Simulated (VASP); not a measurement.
# BaTiO3 (R3m) in VASP: notebook

Runs on BaTiO3. Level: PBE+U. Tasks: single point.

Program: VASP 6.6.1. These are calculated values, not measurements. Logs are shortened: lines on timing, memory, paths and dates and some standing lists are left out, and cuts for length are marked.

## 1. The cell of the first run

Symmetry: R3m, No. 160, trigonal system. The conventional cell has a = 5.721 Å, b = 5.721 Å, c = 7.038 Å, α = 90.00°, β = 90.00°, γ = 120.00°. Within 3.7 Å of Ba (site symmetry 3m) lie 12 O at 2.80 to 2.94 Å and 8 Ti at 3.45 to 3.59 Å. Ti (site symmetry 3m) has 6 O at 1.91 to 2.15 Å within 2.5 Å. Within 2.5 Å of O (site symmetry m) lie 2 Ti at 1.91 to 2.15 Å.

## 2. Single point, PBE+U

Contents of INCAR:

```
PREC = Accurate
ENCUT = 910
EDIFF = 1E-6
ISMEAR = 0
SIGMA = 0.01
LREAL = False
LASPH = True
NELM = 200
ALGO = Normal
ISIF = 2
LWAVE = False
LCHARG = False
LMAXMIX = 4
LDAU = True
LDAUTYPE = 2
LDAUL = -1 2 -1
LDAUU = 0 4 0
LDAUJ = 0 0 0
LDAUPRINT = 1
GGA = PE
NBANDS = 28
GGA_COMPAT = False
```

Contents of KPOINTS:

```
regular mesh
0
Gamma
  6 6 6
```

Contents of POSCAR:

```
BaTiO3
1.0
    2.8603720851      1.6514365933      2.3460535783
   -2.8603720851      1.6514365933      2.3460535783
    0.0000000000     -3.3028731867      2.3460535783
Ba Ti O
1 1 3
Direct
    0.0026800181      0.0026800181      0.0026800181
    0.5127992509      0.5127992509      0.5127992509
    0.4903227049      0.4903227049      0.9825753212
    0.4903227049      0.9825753212      0.4903227049
    0.9825753212      0.4903227049      0.4903227049
```

Potentials or basis: VASP PAW PBE potentials, release 64 (Ba_sv, Ti_sv, O_h).

Run with:

```sh
cat potpaw_PBE.64/Ba_sv/POTCAR potpaw_PBE.64/Ti_sv/POTCAR potpaw_PBE.64/O_h/POTCAR > POTCAR
mpirun -np 1 vasp_std > vasp.out
```

OUTCAR:

```text
PREC = Accurate
   ENCUT = 910
   EDIFF = 1E-6
   ISMEAR = 0
   LREAL = False
   LASPH = True
   NELM = 200
   ISIF = 2
   GGA = PE

 ion  position               nearest neighbor table
   1  0.003  0.003  0.003-   3 2.80   4 2.80   5 2.80   3 2.86   3 2.86   5 2.86   4 2.86   4 2.86
                             5 2.86   3 2.94   4 2.94   5 2.94   2 3.45   2 3.48   2 3.48   2 3.48
   2  0.513  0.513  0.513-   4 1.91   5 1.91   3 1.91   4 2.15   5 2.15   3 2.15   1 3.45   1 3.48
                             1 3.48   1 3.48   1 3.53   1 3.53   1 3.53   1 3.59
   3  0.490  0.490  0.983-   2 1.91   2 2.15   1 2.80   1 2.86   1 2.86   1 2.94
   4  0.490  0.983  0.490-   2 1.91   2 2.15   1 2.80   1 2.86   1 2.86   1 2.94
   5  0.983  0.490  0.490-   2 1.91   2 2.15   1 2.80   1 2.86   1 2.86   1 2.94

  LATTYP: Found a trigonal (rhomboedric) cell.
 ALAT       =     4.0512885208
 COS(alpha) =     0.0030148013

  Lattice vectors:

 A1 = (   2.8603720851,   1.6514365933,   2.3460535783)
 A2 = (  -2.8603720851,   1.6514365933,   2.3460535783)
 A3 = (   0.0000000000,  -3.3028731867,   2.3460535783)

Analysis of symmetry for initial positions (statically):
=====================================================================
 Subroutine PRICEL returns:
 Original cell was already a primitive cell.

 Routine SETGRP: Setting up the symmetry group for a
 trigonal (rhombohedral) supercell.

 Subroutine GETGRP returns: Found  6 space group operations
 (whereof  6 operations were pure point group operations)
 out of a pool of 12 trial point group operations.

The static configuration has the point symmetry C_3v.

Analysis of symmetry for dynamics (positions and initial velocities):
=====================================================================
 Subroutine PRICEL returns:
 Original cell was already a primitive cell.

 Routine SETGRP: Setting up the symmetry group for a
 trigonal (rhombohedral) supercell.

 Subroutine GETGRP returns: Found  6 space group operations
 (whereof  6 operations were pure point group operations)
 out of a pool of 12 trial point group operations.

The dynamic configuration has the point symmetry C_3v.

 Subroutine INISYM returns: Found  6 space group operations
 (whereof  6 operations are pure point group operations),
 and found     1 'primitive' translations

----------------------------------------------------------------------------------------

                                     Primitive cell

  volume of cell :      66.4926

  direct lattice vectors                    reciprocal lattice vectors
     2.860372085  1.651436593  2.346053578     0.174802433  0.100922232  0.142082575
    -2.860372085  1.651436593  2.346053578    -0.174802433  0.100922232  0.142082575
     0.000000000 -3.302873187  2.346053578     0.000000000 -0.201844464  0.142082575

  length of vectors
     4.051288521  4.051288521  4.051288521     0.246837286  0.246837286  0.246837286

  position of ions in fractional coordinates (direct lattice)
     0.002680018  0.002680018  0.002680018
     0.512799251  0.512799251  0.512799251
     0.490322705  0.490322705  0.982575321
     0.490322705  0.982575321  0.490322705
     0.982575321  0.490322705  0.490322705

  ion indices of the primitive-cell ions
   primitive index   ion index
                 1           1
                 2           2
                 3           3
                 4           4
                 5           5

----------------------------------------------------------------------------------------

[... 58 lines left out ...]
   NGXF,Y,Z  is equivalent  to a cutoff of  32.83, 32.83, 32.83 a.u.
 SYSTEM =  unknown system
   PREC   = accura    normal or accurate (medium, high low for compatibility)
   ISTART =      0    job   : 0-new  1-cont  2-samecut
   ICHARG =      2    charge: 1-file 2-atom 10-const
   ISPIN  =      1    spin polarized calculation?
   LNONCOLLINEAR =      F non collinear calculations
   LSORBIT =      F    spin-orbit coupling
   LASPH  =      T    aspherical Exc in radial PAW
   ENCUT  =  910.0 eV  66.88 Ry    8.18 a.u.   9.96  9.96  9.96*2*pi/ulx,y,z
   NELM   =    200;   NELMIN=  2; NELMDL= -5     # of ELM steps
   EDIFF  = 0.1E-05   stopping-criterion for ELM
   LREAL  =      F    real-space projection
   EDIFFG = 0.1E-04   stopping-criterion for IOM
   NSW    =      0    number of steps for IOM
   IBRION =     -1    ionic relax: 0-MD 1-quasi-New 2-CG
   NFREE  =      0    steps in history (QN), initial steepest desc. (CG)
   ISIF   =      2    stress and relaxation
   ISYM   =      2    0-nonsym 1-usesym 2-fastsym
   POTIM  = 0.5000    time-step for ionic-motion
   TEBEG  =    0.0;   TEEND  =   0.0 temperature during run
   PSTRESS=    0.0 pullay stress
   NELECT =      40.0000    total number of electrons
   NUPDOWN=      -1.0000    fix difference up-down
   EMIN   =  10.00;   EMAX   =-10.00  energy-range for DOS
   EFERMI =   0.00;   METHOD = LEGACY
   ISMEAR =     0;   SIGMA  =   0.01  broadening in eV -4-tet -1-fermi 0-gaus
   EFERMI_NEDOS =   21; number of points for ismear=-14 and -15
   IALGO  =     38    algorithm
   IMIX   =      4    mixing-type and parameters
     AMIX     =   0.40;   BMIX     =  1.00
     AMIX_MAG =   1.60;   BMIX_MAG =  1.00
  volume/ion in A,a.u.               =      13.30        89.74
  Fermi-wavevector in a.u.,A,eV,Ry     =   1.381986  2.611575 25.985565  1.909885
  Thomas-Fermi vector in A             =   2.506719
   LORBIT       =      0    0 simple, 1 ext, 2 COOP (PROOUT), +10 PAW based schemes
 LDA+U is selected, type is set to LDAUTYPE =  2
   angular momentum for each species LDAUL =    -1    2   -1
   U (eV)           for each species LDAUU =   0.0  4.0  0.0
   J (eV)           for each species LDAUJ =   0.0  0.0  0.0
   GGA     = PE    functional components
   LHFCALC =     F    Hartree Fock is set to
   AEXX    =    0.0000 exact exchange contribution
   IVDW    =     0    specifies the selected vdW correction
   LEPSILON=     F    determine dielectric tensor
   LRPA    =     F    only Hartree local field effects (RPA)
 non-spin polarized calculation
 Gauss-broadening in eV      SIGMA  =   0.01
  energy-cutoff  :      910.00
  volume of cell :       66.49
 maximum number of plane-waves:      4224
   NGX = 19   NGY = 19   NGZ = 19

atom =   2  type =  2  l = 2

 onsite density matrix

spin component  1

  0.1595  0.0000 -0.0000  0.0629 -0.0000
  0.0000  0.1896  0.0000  0.0000  0.0629
 -0.0000  0.0000  0.1083  0.0000  0.0000
  0.0629  0.0000  0.0000  0.1896  0.0000
 -0.0000  0.0629  0.0000  0.0000  0.1595

spin component  2

  0.1595  0.0000 -0.0000  0.0629 -0.0000
  0.0000  0.1896  0.0000  0.0000  0.0629
 -0.0000  0.0000  0.1083  0.0000  0.0000
  0.0629  0.0000  0.0000  0.1896  0.0000
 -0.0000  0.0629  0.0000  0.0000  0.1595

 occupancies and eigenvectors

  o =  0.1083  v =  0.0000  0.0000  1.0000  0.0000 -0.0000  0.0000  0.0000  0.0000  0.0000  0.0000      0.0000  0.0000  0.0000  0.0000  0.0000  0.0000  0.0000  0.0000  0.0000  0.0000
  o =  0.1083  v =  0.0000  0.0000  0.0000  0.0000  0.0000  0.0000  0.0000  1.0000  0.0000 -0.0000      0.0000  0.0000  0.0000  0.0000  0.0000  0.0000  0.0000  0.0000  0.0000  0.0000
  o =  0.1099  v =  0.0000 -0.6196  0.0000  0.0000  0.7849  0.0000  0.0000  0.0000  0.0000  0.0000      0.0000  0.0000  0.0000  0.0000  0.0000  0.0000  0.0000  0.0000  0.0000  0.0000
  o =  0.1099  v =  0.0000  0.0000  0.0000  0.0000  0.0000  0.0000 -0.6196  0.0000  0.0000  0.7849      0.0000  0.0000  0.0000  0.0000  0.0000  0.0000  0.0000  0.0000  0.0000  0.0000
  o =  0.1099  v =  0.0000  0.0000  0.0000  0.0000  0.0000 -0.7849  0.0000 -0.0000  0.6196 -0.0000      0.0000  0.0000  0.0000  0.0000  0.0000  0.0000  0.0000  0.0000  0.0000  0.0000
  o =  0.1099  v = -0.7849  0.0000 -0.0000  0.6196 -0.0000  0.0000  0.0000  0.0000  0.0000  0.0000      0.0000  0.0000  0.0000  0.0000  0.0000  0.0000  0.0000  0.0000  0.0000  0.0000
  o =  0.2392  v =  0.0000  0.0000  0.0000  0.0000  0.0000 -0.6196  0.0000  0.0000 -0.7849  0.0000      0.0000  0.0000  0.0000  0.0000  0.0000  0.0000  0.0000  0.0000  0.0000  0.0000
  o =  0.2392  v = -0.6196  0.0000  0.0000 -0.7849  0.0000  0.0000  0.0000  0.0000  0.0000  0.0000      0.0000  0.0000  0.0000  0.0000  0.0000  0.0000  0.0000  0.0000  0.0000  0.0000
  o =  0.2392  v =  0.0000  0.7849  0.0000  0.0000  0.6196  0.0000  0.0000  0.0000  0.0000  0.0000      0.0000  0.0000  0.0000  0.0000  0.0000  0.0000  0.0000  0.0000  0.0000  0.0000
  o =  0.2392  v =  0.0000  0.0000  0.0000  0.0000  0.0000  0.0000  0.7849  0.0000  0.0000  0.6196      0.0000  0.0000  0.0000  0.0000  0.0000  0.0000  0.0000  0.0000  0.0000  0.0000

 number of electron      39.9999999 magnetization

 Free energy of the ion-electron system (eV)
  ---------------------------------------------------
  ext. energy  EPLUGINS =         0.00000000
  ---------------------------------------------------
  free energy    TOTEN  =       -37.33339088 eV

  energy without entropy =      -37.33339088  energy(sigma->0) =      -37.33339088

 E-fermi :   4.1701     XC(G=0): -11.0655

 val. band max:        3.9890713453   @ k =   0.5000   0.5000   0.5000
 cond. band min:       6.6151257998   @ k =   0.0000   0.0000   0.0000
 fundamental gap:      2.6260544545
 Fermi energy:         4.1700849402

 k-point     1 :       0.0000    0.0000    0.0000
  band No.  band energies     occupation
      1     -53.5950      2.00000
      2     -29.7787      2.00000
      3     -29.7675      2.00000
      4     -29.7675      2.00000
      5     -20.9005      2.00000
      6     -12.8260      2.00000
[... 733 lines left out ...]
     27      11.9805      0.00000
     28      12.4065      0.00000

 [... further k-points ...]

------------------------ aborting loop because EDIFF is reached ----------------------------------------

  FORCE on cell =-STRESS in cart. coord.  units (eV):
  Direction    XX          YY          ZZ          XY          YZ          ZX
  --------------------------------------------------------------------------------------
  -------------------------------------------------------------------------------------
  Total        1.3831184      1.3831184      1.2008541      0.0000000     -0.0000000      0.0000000
  in kB       33.3270074     33.3270074     28.9352495      0.0000000     -0.0000000      0.0000000
  external PRESSURE =      31.8630881 kB  Pullay stress =       0.0000000 kB

 VOLUME and BASIS-vectors are now :
 -----------------------------------------------------------------------------
  energy-cutoff  :      910.00
  volume of cell :       66.49
      direct lattice vectors                 reciprocal lattice vectors
     2.860372085  1.651436593  2.346053578     0.174802433  0.100922232  0.142082575
    -2.860372085  1.651436593  2.346053578    -0.174802433  0.100922232  0.142082575
     0.000000000 -3.302873187  2.346053578     0.000000000 -0.201844464  0.142082575

 POSITION                                       TOTAL-FORCE (eV/Angst)
 -----------------------------------------------------------------------------------
      0.00000     -0.00000      0.01886         0.000000      0.000000     -0.040031
      0.00000     -0.00000      3.60916         0.000000      0.000000     -0.577541
      0.00000     -1.62585      4.60582         0.000000     -0.285001      0.205857
     -1.40803      0.81292      4.60582        -0.246818      0.142501      0.205857
      1.40803      0.81292      4.60582         0.246818      0.142501      0.205857
 -----------------------------------------------------------------------------------
    total drift:                                0.000000     -0.000004     -0.001875

  FREE ENERGIE OF THE ION-ELECTRON SYSTEM (eV)
  ---------------------------------------------------
  free  energy   TOTEN  =       -37.3333908802 eV

  energy  without entropy=      -37.3333908802  energy(sigma->0) =      -37.33339088
```

It took 88 s on 1 thread of AMD EPYC 9R45 (Zen 5), shared host; peak memory 0.3 GiB.

What came out:

```yaml
Free_energy: -37.3334 eV
Pressure: 3.2 GPa
Largest_force: 0.578 eV/Å
Band_gap_on_the_k_mesh: 2.63 eV (least direct gap 3.03 eV)
```

Forces on the atoms (eV/Å):
```
Ba   0.000  0.000 -0.040
Ti   0.000  0.000 -0.578
O    0.000 -0.285  0.206
O   -0.247  0.143  0.206
O    0.247  0.143  0.206
```

Stress tensor (GPa, compression positive):
```
3.33 0.00 0.00
0.00 3.33 0.00
0.00 0.00 2.89
```

Eigenvalues of the final occupation matrices:
```csv
site,spin,trace,eigenvalues
site 2 d,1,0.81,0.11 0.11 0.11 0.24 0.24
site 2 d,2,0.81,0.11 0.11 0.11 0.24 0.24
```

Caveat: the cutoff is under 1.25 times the usual one of these potentials, so pressure, stress and relaxed cells hold a basis-set (Pulay) error; the cell stands under pressure; spin-orbit coupling is left out, which moves the levels of the heavy elements.

(Continued in part 2 of 2.)
